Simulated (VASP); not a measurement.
# B (R-3m) in VASP: a series of runs

Runs on B. Level: PBE. Tasks: single point, relaxation of cell and atoms.

Everything below comes from runs of VASP 6.6.1. Logs are shortened: lines on timing, memory, paths and dates and some standing lists are left out, and cuts for length are marked.

## (1) The cell of the first run

Symmetry: R-3m, No. 166, trigonal system. Conventional cell: a = 5.808 Å, b = 5.808 Å, c = 12.016 Å, α = 90.00°, β = 90.00°, γ = 120.00°. B (site symmetry -3m) has 2 B at 1.62 Å within 2.2 Å. B (site symmetry m) has 7 B at 1.70 to 2.37 Å within 2.4 Å. Within 2.3 Å of B (site symmetry m) lie 6 B at 1.73 to 1.89 Å. B (site symmetry 3m) has 4 B at 1.62 to 1.70 Å within 2.2 Å.

## (2) Single point, PBE

The input, INCAR:

```
PREC = Accurate
ENCUT = 500
EDIFF = 1E-6
ISMEAR = 0
SIGMA = 0.1
LREAL = False
LASPH = True
NELM = 120
ALGO = Normal
ISIF = 2
LWAVE = False
LCHARG = True
GGA = PE
LELF = True
LVHAR = True
NBANDS = 36
GGA_COMPAT = False
```

The input, KPOINTS:

```
Automatic mesh
0
Gamma
  6 6 6
```

The input, POSCAR:

```
B
1.0
    2.9039734872      1.6766098745      4.0054177486
   -2.9039734872      1.6766098745      4.0054177486
    0.0000000000     -3.3532197491      4.0054177486
B
15
Direct
    0.5000000000      0.5000000000      0.5000000000
    0.8069080149      0.3010468310      0.8069080149
    0.8069080149      0.8069080149      0.3010468310
    0.3010468310      0.8069080149      0.8069080149
    0.1930919851      0.6989531690      0.1930919851
    0.6989531690      0.1930919851      0.1930919851
    0.1930919851      0.1930919851      0.6989531690
    0.0058558675      0.3306363989      0.0058558675
    0.0058558675      0.0058558675      0.3306363989
    0.3306363989      0.0058558675      0.0058558675
    0.9941441325      0.6693636011      0.9941441325
    0.6693636011      0.9941441325      0.9941441325
    0.9941441325      0.9941441325      0.6693636011
    0.6344869443      0.6344869443      0.6344869443
    0.3655130557      0.3655130557      0.3655130557
```

Potentials or basis: VASP PAW PBE potentials, release 64 (B).

Launch:

```bash
$ cat potpaw_PBE.64/B/POTCAR > POTCAR
$ mpirun -np 1 vasp_std > vasp.out
```

OUTCAR:

```text
PREC = Accurate
   ENCUT = 500
   EDIFF = 1E-6
   ISMEAR = 0
   LREAL = False
   LASPH = True
   NELM = 120
   ISIF = 2
   GGA = PE

 ion  position               nearest neighbor table
   1  0.500  0.500  0.500-  14 1.62  15 1.62
   2  0.807  0.301  0.807-  14 1.70  12 1.79  13 1.79   6 1.79   7 1.79   8 1.80
   3  0.807  0.807  0.301-  14 1.70  12 1.79  11 1.79   6 1.79   5 1.79   9 1.80
   4  0.301  0.807  0.807-  14 1.70  11 1.79  13 1.79   5 1.79   7 1.79  10 1.80
   5  0.193  0.699  0.193-  15 1.70  10 1.79   9 1.79   4 1.79   3 1.79  11 1.80
   6  0.699  0.193  0.193-  15 1.70   8 1.79   9 1.79   2 1.79   3 1.79  12 1.80
   7  0.193  0.193  0.699-  15 1.70  10 1.79   8 1.79   4 1.79   2 1.79  13 1.80
   8  0.006  0.331  0.006-  11 1.73   6 1.79   7 1.79   2 1.80   9 1.89  10 1.89
   9  0.006  0.006  0.331-  13 1.73   6 1.79   5 1.79   3 1.80  10 1.89   8 1.89
  10  0.331  0.006  0.006-  12 1.73   5 1.79   7 1.79   4 1.80   9 1.89   8 1.89
  11  0.994  0.669  0.994-   8 1.73   4 1.79   3 1.79   5 1.80  13 1.89  12 1.89
  12  0.669  0.994  0.994-  10 1.73   2 1.79   3 1.79   6 1.80  13 1.89  11 1.89
  13  0.994  0.994  0.669-   9 1.73   4 1.79   2 1.79   7 1.80  11 1.89  12 1.89
  14  0.634  0.634  0.634-   1 1.62   3 1.70   2 1.70   4 1.70
  15  0.366  0.366  0.366-   1 1.62   7 1.70   6 1.70   5 1.70

  LATTYP: Found a trigonal (rhomboedric) cell.
 ALAT       =     5.2237394677
 COS(alpha) =     0.3819092095

  Lattice vectors:

 A1 = (   2.9039734872,   1.6766098745,   4.0054177486)
 A2 = (  -2.9039734872,   1.6766098745,   4.0054177486)
 A3 = (   0.0000000000,  -3.3532197491,   4.0054177486)

Analysis of symmetry for initial positions (statically):
=====================================================================
 Subroutine PRICEL returns:
 Original cell was already a primitive cell.

 Routine SETGRP: Setting up the symmetry group for a
 trigonal (rhombohedral) supercell.

 Subroutine GETGRP returns: Found 12 space group operations
 (whereof 12 operations were pure point group operations)
 out of a pool of 12 trial point group operations.

The static configuration has the point symmetry D_3d.

Analysis of symmetry for dynamics (positions and initial velocities):
=====================================================================
 Subroutine PRICEL returns:
 Original cell was already a primitive cell.

 Routine SETGRP: Setting up the symmetry group for a
 trigonal (rhombohedral) supercell.

 Subroutine GETGRP returns: Found 12 space group operations
 (whereof 12 operations were pure point group operations)
 out of a pool of 12 trial point group operations.

The dynamic configuration has the point symmetry D_3d.

 Subroutine INISYM returns: Found 12 space group operations
 (whereof 12 operations are pure point group operations),
 and found     1 'primitive' translations

----------------------------------------------------------------------------------------

                                     Primitive cell

  volume of cell :     117.0102

  direct lattice vectors                    reciprocal lattice vectors
     2.903973487  1.676609874  4.005417749     0.172177880  0.099406946  0.083220616
    -2.903973487  1.676609874  4.005417749    -0.172177880  0.099406946  0.083220616
     0.000000000 -3.353219749  4.005417749     0.000000000 -0.198813891  0.083220616

  length of vectors
     5.223739468  5.223739468  5.223739468     0.215528732  0.215528732  0.215528732

  position of ions in fractional coordinates (direct lattice)
     0.500000000  0.500000000  0.500000000
     0.806908015  0.301046831  0.806908015
     0.806908015  0.806908015  0.301046831
     0.301046831  0.806908015  0.806908015
     0.193091985  0.698953169  0.193091985
     0.698953169  0.193091985  0.193091985
     0.193091985  0.193091985  0.698953169
     0.005855868  0.330636399  0.005855868
     0.005855868  0.005855868  0.330636399
     0.330636399  0.005855868  0.005855868
     0.994144132  0.669363601  0.994144132
     0.669363601  0.994144132  0.994144132
     0.994144132  0.994144132  0.669363601
     0.634486944  0.634486944  0.634486944
     0.365513056  0.365513056  0.365513056

  ion indices of the primitive-cell ions
   primitive index   ion index
                 1           1
                 2           2
                 3           3
[... 27 lines left out ...]

  Length of vectors
     0.035921455  0.035921455  0.035921455

  Shift w.r.t. Gamma in fractional coordinates (k-lattice)
     0.000000000  0.000000000  0.000000000

 Subroutine IBZKPT returns following result:
 ===========================================

 Found     32 irreducible k-points:

 Following reciprocal coordinates:
            Coordinates               Weight
  0.000000  0.000000  0.000000      1.000000
  0.166667  0.000000 -0.000000      6.000000
  0.333333  0.000000  0.000000      6.000000
  0.500000  0.000000  0.000000      3.000000
  0.166667  0.166667 -0.000000      6.000000
  0.333333  0.166667  0.000000     12.000000
[... 16 lines left out ...]
  0.500000  0.500000  0.166667      6.000000
 -0.333333  0.500000  0.166667     12.000000
 [... further k-points ...]
   k-points           NKPTS =     32   k-points in BZ     NKDIM =     32   number of bands    NBANDS=     36
   number of dos      NEDOS =    301   number of ions     NIONS =     15
   total plane-waves  NPLWV =  64000
   dimension x,y,z NGX =    40 NGY =   40 NGZ =   40
   dimension x,y,z NGXF=    80 NGYF=   80 NGZF=   80
   ions per type =              15
   NGX,Y,Z   is equivalent  to a cutoff of  12.73, 12.73, 12.73 a.u.
   NGXF,Y,Z  is equivalent  to a cutoff of  25.46, 25.46, 25.46 a.u.
 SYSTEM =  unknown system
   PREC   = accura    normal or accurate (medium, high low for compatibility)
   ISTART =      0    job   : 0-new  1-cont  2-samecut
   ICHARG =      2    charge: 1-file 2-atom 10-const
   ISPIN  =      1    spin polarized calculation?
   LNONCOLLINEAR =      F non collinear calculations
   LSORBIT =      F    spin-orbit coupling
   LASPH  =      T    aspherical Exc in radial PAW
   ENCUT  =  500.0 eV  36.75 Ry    6.06 a.u.   9.52  9.52  9.52*2*pi/ulx,y,z
   NELM   =    120;   NELMIN=  2; NELMDL= -5     # of ELM steps
   EDIFF  = 0.1E-05   stopping-criterion for ELM
   LREAL  =      F    real-space projection
   EDIFFG = 0.1E-04   stopping-criterion for IOM
   NSW    =      0    number of steps for IOM
   IBRION =     -1    ionic relax: 0-MD 1-quasi-New 2-CG
   NFREE  =      0    steps in history (QN), initial steepest desc. (CG)
   ISIF   =      2    stress and relaxation
   ISYM   =      2    0-nonsym 1-usesym 2-fastsym
   POTIM  = 0.5000    time-step for ionic-motion
   TEBEG  =    0.0;   TEEND  =   0.0 temperature during run
   PSTRESS=    0.0 pullay stress
   NELECT =      45.0000    total number of electrons
   NUPDOWN=      -1.0000    fix difference up-down
   EMIN   =  10.00;   EMAX   =-10.00  energy-range for DOS
   EFERMI =   0.00;   METHOD = LEGACY
   ISMEAR =     0;   SIGMA  =   0.10  broadening in eV -4-tet -1-fermi 0-gaus
   EFERMI_NEDOS =   21; number of points for ismear=-14 and -15
   IALGO  =     38    algorithm
   IMIX   =      4    mixing-type and parameters
     AMIX     =   0.40;   BMIX     =  1.00
     AMIX_MAG =   1.60;   BMIX_MAG =  1.00
  volume/ion in A,a.u.               =       7.80        52.64
  Fermi-wavevector in a.u.,A,eV,Ry     =   1.190523  2.249762 19.284147  1.417345
  Thomas-Fermi vector in A             =   2.326606
   LORBIT       =      0    0 simple, 1 ext, 2 COOP (PROOUT), +10 PAW based schemes
   GGA     = PE    functional components
   LHFCALC =     F    Hartree Fock is set to
   AEXX    =    0.0000 exact exchange contribution
   IVDW    =     0    specifies the selected vdW correction
   LEPSILON=     F    determine dielectric tensor
   LRPA    =     F    only Hartree local field effects (RPA)
 non-spin polarized calculation
 Gauss-broadening in eV      SIGMA  =   0.10
  energy-cutoff  :      500.00
  volume of cell :      117.01
 maximum number of plane-waves:      3003
 NGX is ok and might be reduce to    40
   NGX = 19   NGY = 19   NGZ = 19

 number of electron      45.0000001 magnetization

 Free energy of the ion-electron system (eV)
  ---------------------------------------------------
  ext. energy  EPLUGINS =         0.00000000
  ---------------------------------------------------
  free energy    TOTEN  =       -97.34706626 eV

  energy without entropy =      -97.32488182  energy(sigma->0) =      -97.33597404

 E-fermi :   4.1792     XC(G=0): -11.2387

 val. band max:        4.1523770438   @ k =  -0.1667   0.1667   0.1667
 cond. band min:       4.1838393709   @ k =   0.5000   0.5000   0.3333
 fundamental gap:      0.0314623271
 Fermi energy:         4.1791970593

 k-point     1 :       0.0000    0.0000    0.0000
  band No.  band energies     occupation
      1     -10.3558      2.00000
      2      -5.7346      2.00000
      3      -5.7346      2.00000
      4      -5.6232      2.00000
      5      -5.1975      2.00000
      6      -3.3826      2.00000
[... 877 lines left out ...]
     33      12.6458      0.00000
     34      13.1062      0.00000

 [... further k-points ...]

 [bands above 34 left out]

------------------------ aborting loop because EDIFF is reached ----------------------------------------

  FORCE on cell =-STRESS in cart. coord.  units (eV):
  Direction    XX          YY          ZZ          XY          YZ          ZX
  --------------------------------------------------------------------------------------
  -------------------------------------------------------------------------------------
  Total        0.0219674      0.0219674      0.0379464      0.0000000     -0.0000000      0.0000000
  in kB        0.3007919      0.3007919      0.5195863      0.0000000     -0.0000000      0.0000000
  external PRESSURE =       0.3737234 kB  Pullay stress =       0.0000000 kB

 VOLUME and BASIS-vectors are now :
 -----------------------------------------------------------------------------
  energy-cutoff  :      500.00
  volume of cell :      117.01
      direct lattice vectors                 reciprocal lattice vectors
     2.903973487  1.676609874  4.005417749     0.172177880  0.099406946  0.083220616
    -2.903973487  1.676609874  4.005417749    -0.172177880  0.099406946  0.083220616
     0.000000000 -3.353219749  4.005417749     0.000000000 -0.198813891  0.083220616

 POSITION                                       TOTAL-FORCE (eV/Angst)
 -----------------------------------------------------------------------------------
      0.00000     -0.00000      6.00813         0.000000      0.000000      0.000000
      1.46901     -0.84813      7.66983        -0.009684      0.005591     -0.001829
      0.00000      1.69626      7.66983         0.000000     -0.011182     -0.001829
     -1.46901     -0.84813      7.66983         0.009684      0.005591     -0.001829
     -1.46901      0.84813      4.34643         0.009684     -0.005591      0.001829
      1.46901      0.84813      4.34643        -0.009684     -0.005591      0.001829
      0.00000     -1.69626      4.34643         0.000000      0.011182      0.001829
     -0.94315      0.54453      1.37125        -0.003406      0.001966      0.010415
      0.00000     -1.08906      1.37125         0.000000     -0.003933      0.010415
      0.94315      0.54453      1.37125         0.003406      0.001966      0.010415
      0.94315     -0.54453     10.64501         0.003406     -0.001966     -0.010415
     -0.94315     -0.54453     10.64501        -0.003406     -0.001966     -0.010415
      0.00000      1.08906     10.64501         0.000000      0.003933     -0.010415
      0.00000     -0.00000      7.62416         0.000000     -0.000000      0.012529
      0.00000     -0.00000      4.39210         0.000000      0.000000     -0.012529
 -----------------------------------------------------------------------------------
    total drift:                               -0.000000     -0.000000      0.000000

  FREE ENERGIE OF THE ION-ELECTRON SYSTEM (eV)
  ---------------------------------------------------
  free  energy   TOTEN  =       -97.3470662560 eV

  energy  without entropy=      -97.3248818210  energy(sigma->0) =      -97.33597404
```

Wall time 4.3 min (1 thread of Intel Xeon 8259CL, shared host); peak memory 0.27 GiB.

What came out:

```
Free energy            : -97.3471 eV
Pressure               : 0.0 GPa
Largest force          : 0.013 eV/Å
Band gap on the k mesh : zero (an odd number of electrons rules out a gap without spin polarisation)
```

Forces on the atoms (eV/Å):
```
B    0.000  0.000  0.000
B   -0.010  0.006 -0.002
B    0.000 -0.011 -0.002
B    0.010  0.006 -0.002
B    0.010 -0.006  0.002
B   -0.010 -0.006  0.002
B    0.000  0.011  0.002
B   -0.003  0.002  0.010
B    0.000 -0.004  0.010
B    0.003  0.002  0.010
B    0.003 -0.002 -0.010
B   -0.003 -0.002 -0.010
B    0.000  0.004 -0.010
B    0.000  0.000  0.013
B    0.000  0.000 -0.013
```

Caveat: an odd number of electrons without spin polarisation forces a metal; a magnetic or distorted state may lie lower.

## (3) Relaxation of cell and atoms, PBE

This run uses another cell than the first one, of 7.27 Å³/atom.

The input, INCAR:

```
SYSTEM = B
ALGO = Normal
EDIFF = 1E-7
EDIFFG = -0.04
ENCUT = 500
GGA = PE
GGA_COMPAT = .False.
IBRION = 2
ISIF = 3
ISMEAR = 0
LASPH = .True.
LCHARG = .False.
LREAL = .False.
LWAVE = .False.
NELM = 120
NELMIN = 4
NSW = 90
PREC = Accurate
SIGMA = 0.1
```

The input, KPOINTS:

```
k-points
0
Gamma
  6 6 6
  0 0 0
```

The input, POSCAR:

```
B
1.0
    2.7970008425      1.6148491893      4.0252000000
   -2.7970008425      1.6148491893      4.0252000000
    0.0000000000     -3.2296983787      4.0252000000
B
15
Direct
    0.5000000000      0.5000000000      0.5000000000
    0.8039000000      0.3161000000      0.8039000000
    0.8039000000      0.8039000000      0.3161000000
    0.3161000000      0.8039000000      0.8039000000
    0.1961000000      0.6839000000      0.1961000000
    0.6839000000      0.1961000000      0.1961000000
    0.1961000000      0.1961000000      0.6839000000
    0.0060000000      0.3295000000      0.0060000000
    0.0060000000      0.0060000000      0.3295000000
    0.3295000000      0.0060000000      0.0060000000
    0.9940000000      0.6705000000      0.9940000000
    0.6705000000      0.9940000000      0.9940000000
    0.9940000000      0.9940000000      0.6705000000
    0.6192000000      0.6192000000      0.6192000000
    0.3808000000      0.3808000000      0.3808000000
```

Potentials or basis: VASP PAW PBE potentials, release 64 (B).

Launch:

```bash
$ cat potpaw_PBE.64/B/POTCAR > POTCAR
$ mpirun -np 1 vasp_std > vasp.out
```

Run time: 19 min. Hardware: 1 thread of Intel Xeon 8259CL, shared host; peak memory 0.27 GiB.

Results (log left out):

| Property | Result |
| --- | --- |
| Free energy | -97.3423 eV |
| Relaxed volume | 7.80 Å³/atom |
| Relaxed cell | a = 5.226 Å, b = 5.226 Å, c = 5.226 Å, α = 67.49°, β = 67.49°, γ = 67.49° |
| Space group after relaxing (to 0.1 Å) | R-3m (No. 166) |
| Energy gained by relaxing | 114.8 meV/atom |
| Ionic steps | 9 |
| Pressure after relaxing | 0.0 GPa |
| Largest force after relaxing | 0.030 eV/Å |
| Band gap on the k mesh | zero (an odd number of electrons rules out a gap without spin polarisation) |

Forces on the atoms (eV/Å):
```
B    0.000  0.000  0.000
B    0.014 -0.008  0.017
B    0.000  0.016  0.017
B   -0.014 -0.008  0.017
B   -0.014  0.008 -0.017
B    0.014  0.008 -0.017
B    0.000 -0.016 -0.017
B    0.020 -0.011  0.019
B    0.000  0.023  0.019
B   -0.020 -0.011  0.019
B   -0.020  0.011 -0.019
B    0.020  0.011 -0.019
B    0.000 -0.023 -0.019
B    0.000  0.000  0.002
B    0.000  0.000 -0.002
```

Stress tensor (GPa, compression positive):
```
 0.13  0.00  0.00
 0.00  0.13  0.00
 0.00  0.00 -0.26
```

The path:
```
step  energy change (eV)  largest force (eV/Å)  pressure (GPa)  volume (Å³)
   1              0.0000                5.0459           21.90       109.08
   2             -1.0247                1.9597          -12.50       125.54
   3             -1.5257                0.5070           -2.03       118.91
   4             -1.6770                0.4515           -1.27       118.63
   5             -1.6803                0.3562           -1.44       118.67
   6             -1.7153                0.1925           -0.35       117.55
   7             -1.7184                0.1901            0.12       117.10
   8             -1.7210                0.0700           -0.04       117.04
   9             -1.7215                0.0298            0.00       117.06
```

Final structure:
```cif
data_structure
_symmetry_space_group_name_H-M 'P 1'
_symmetry_Int_Tables_number 1
_cell_length_a 5.2261
_cell_length_b 5.2261
_cell_length_c 5.2261
_cell_angle_alpha 67.489
_cell_angle_beta 67.489
_cell_angle_gamma 67.489
_cell_volume 117.06
loop_
_atom_site_label
_atom_site_type_symbol
_atom_site_fract_x
_atom_site_fract_y
_atom_site_fract_z
_atom_site_occupancy
B1 B 0.50000 0.50000 0.50000 1
B2 B 0.80671 0.30120 0.80671 1
B3 B 0.80671 0.80671 0.30120 1
B4 B 0.30120 0.80671 0.80671 1
B5 B 0.19329 0.69880 0.19329 1
B6 B 0.69880 0.19329 0.19329 1
B7 B 0.19329 0.19329 0.69880 1
B8 B 0.00532 0.33111 0.00532 1
B9 B 0.00532 0.00532 0.33111 1
B10 B 0.33111 0.00532 0.00532 1
B11 B 0.99468 0.66889 0.99468 1
B12 B 0.66889 0.99468 0.99468 1
B13 B 0.99468 0.99468 0.66889 1
B14 B 0.63441 0.63441 0.63441 1
B15 B 0.36559 0.36559 0.36559 1
```

Levels at points of the mesh, in eV from the Fermi level:
| k point | band 21 | band 22 | band 23 | band 24 | band 25 | band 26 |
| --- | --- | --- | --- | --- | --- | --- |
| (0.00, 0.00, 0.00) | -0.31 | 0.42 | 0.42 | 1.27 | 5.11 | 5.11 |
| (0.50, 0.00, 0.00) | -0.85 | -0.40 | -0.25 | 0.05 | 3.22 | 3.67 |
| (0.50, 0.50, 0.00) | -0.99 | -0.66 | 0.21 | 1.14 | 3.42 | 4.53 |
| (0.50, 0.50, 0.50) | -0.51 | -0.51 | -0.45 | 0.68 | 3.77 | 3.77 |

Caveat: an odd number of electrons without spin polarisation forces a metal; a magnetic or distorted state may lie lower. Zero-point motion and thermal expansion aren't in these numbers.

The gap in the log of VASP goes by the Fermi energy; the results here count the filled bands.